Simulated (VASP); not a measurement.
Write the native input for VASP 6.6.1 that does the following.

| Quantity | Value |
| --- | --- |
| Task | single point |
| Functional | r2SCAN |
| Potentials or basis | VASP PAW PBE potentials, release 64 (Si, C) |
| Cutoff | 520 eV |
| k mesh | 12 × 12 × 12 |
| Occupations | gaussian, width 0.05 eV |
| Spin | no spin polarisation |
| Dipole correction | no |
| Further INCAR settings | ALGO = Normal; EDIFF = 1e-06; NBANDS = 11 |

SiC:

```
Si C
1.0
     0.00000    2.10878    2.20661
     2.10878    0.00000    2.20661
     2.10878    2.10878    0.00000
Si C
1 1
Direct
  0.00000 0.00000 0.00000
  0.75000 0.75000 0.75000
```

This cell differs from its parent crystal: strain -0.030 along x and y, +0.015 along z.

One way to write it, as run:

POSCAR

```
SiC
1.0
    0.0000000000      2.1087800000      2.2066100000
    2.1087800000      0.0000000000      2.2066100000
    2.1087800000      2.1087800000      0.0000000000
Si C
1 1
Direct
    0.0000000000      0.0000000000      0.0000000000
    0.7500000000      0.7500000000      0.7500000000
```

INCAR.step1

```
PREC = Accurate
ENCUT = 520
ISMEAR = 0
SIGMA = 0.05
LREAL = False
LASPH = True
NELM = 100
NBANDS = 11
GGA = PE
ALGO = Normal
EDIFF = 1E-4
LWAVE = True
LCHARG = False
```

INCAR.step2

```
PREC = Accurate
ENCUT = 520
EDIFF = 1E-6
ISMEAR = 0
SIGMA = 0.05
LREAL = False
LASPH = True
NELM = 100
ALGO = Normal
ISIF = 2
LWAVE = False
LCHARG = False
METAGGA = R2SCAN
LMIXTAU = True
NBANDS = 11
ISTART = 1
```

KPOINTS

```
Automatic mesh
0
Gamma
  12 12 12
```

Potentials or basis: VASP PAW PBE potentials, release 64 (Si, C).

Launch:

```sh
$ cat potpaw_PBE.64/Si/POTCAR potpaw_PBE.64/C/POTCAR > POTCAR
$ cp INCAR.step1 INCAR
$ mpirun -np 1 vasp_std > vasp.out
$ cp INCAR.step2 INCAR
$ mpirun -np 1 vasp_std > vasp.out
```

Results of the run:

```
Pressure               : 12.6 GPa
Band gap on the k mesh : 1.43 eV, indirect (least direct gap 5.08 eV)
```

Caveat: the cell differs from its parent crystal (strain -0.030 along x and y, +0.015 along z); the PAW data sets were made with another functional, which shifts forces and pressure a little.

Run time: 2.8 min on 1 thread of AMD EPYC 7R43 64-Core Processor (Zen 3) (shared host), peak memory 0.13 GiB.
